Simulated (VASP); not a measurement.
Ca:

```
Ca
1.0
    -3.47595    3.47595    1.85859
     3.47595   -3.47595    1.85859
     3.47595    3.47595   -1.85859
Ca
2
Direct
  0.50000 0.50000 0.00000
  0.25000 0.75000 0.50000
```

| Property | Result |
| --- | --- |
| Program | VASP 6.6.1 |
| Task | relaxation of cell and atoms |
| Functional | PBE |
| Potentials or basis | VASP PAW PBE potentials, release 64 (Ca_sv) |
| Cutoff | 600 eV |
| k mesh | 6 × 6 × 6 |
| Occupations | gaussian, width 0.1 eV |
| Spin | no spin polarisation |

At the start: pressure -0.6 GPa; volume 44.91 Å³/atom.

**Question.** How do energy, volume and symmetry change on relaxing?

**Answer.** Over 3 steps the energy falls by 5.2 meV/atom and the volume is 42.69 Å³/atom (-5.0 %); space group I4_1/amd (No. 141, to 0.05 Å).

The path:
```tsv
step	energy change (eV)	largest force (eV/Å)	pressure (GPa)	volume (Å³)
1	0.0000	0.0000	-0.57	89.82
2	-0.0072	0.0000	-0.34	87.78
3	-0.0104	0.0000	-0.02	85.37
```

Final structure:
```
Ca
1.0
    -3.39767    3.39767    1.84881
     3.39767   -3.39767    1.84881
     3.39767    3.39767   -1.84881
Ca
2
Direct
  0.50000 0.50000 0.00000
  0.25000 0.75000 0.50000
```
